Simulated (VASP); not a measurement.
Wanted: the native input for a VASP 6.6.1 run.

```
Task                   : single point
Functional             : PBE
Potentials or basis    : VASP PAW PBE potentials, release 64 (Al, Te)
Cutoff                 : 520 eV
k mesh                 : 4 × 4 × 4
Occupations            : gaussian, width 0.1 eV
Spin                   : no spin polarisation
Dipole correction      : no
Further INCAR settings : ALGO = Normal; EDIFF = 1e-07; NBANDS = 17
```

The structure of Al4Te lies in POSCAR:

```
Al4Te
1.0
   -3.1748052900      3.1748052900      3.1748052900
    3.1748052900     -3.1748052900      3.1748052900
    3.1748052900      3.1748052900     -3.1748052900
Al Te
4 1
Direct
    0.5000000000      0.5000000000      0.5000000000
    0.5000000000      0.0000000000      0.0000000000
    0.0000000000      0.0000000000      0.5000000000
    0.0000000000      0.5000000000      0.0000000000
    0.0000000000      0.0000000000      0.0000000000
```

The cell was generated, and may not be a known phase.

These files were run (other wordings do the same):

INCAR

```
PREC = Accurate
ENCUT = 520
EDIFF = 1E-7
ISMEAR = 0
SIGMA = 0.1
LREAL = F
LASPH = T
NELM = 60
ALGO = Normal
ISIF = 2
LWAVE = F
LCHARG = T
GGA = PE
LELF = T
LVHAR = T
NBANDS = 17
```

KPOINTS

```
regular mesh
0
Gamma
  4 4 4
```

Potentials or basis: VASP PAW PBE potentials, release 64 (Al, Te).

The run is started by

```bash
$ cat potpaw_PBE.64/Al/POTCAR potpaw_PBE.64/Te/POTCAR > POTCAR
$ mpirun -np 1 vasp_std > vasp.out
```

Results of the run:

```json
{
  "Pressure": "0.3 GPa",
  "Band gap on the k mesh": "zero (bands 9 and 10 overlap by 1.68 eV)"
}
```

Caveat: spin-orbit coupling is left out, which moves the levels of the heavy elements.

It took 16 s on 1 thread of Intel(R) Xeon(R) Platinum 8488C (Sapphire Rapids), with other jobs on the host, peak memory 0.24 GiB.
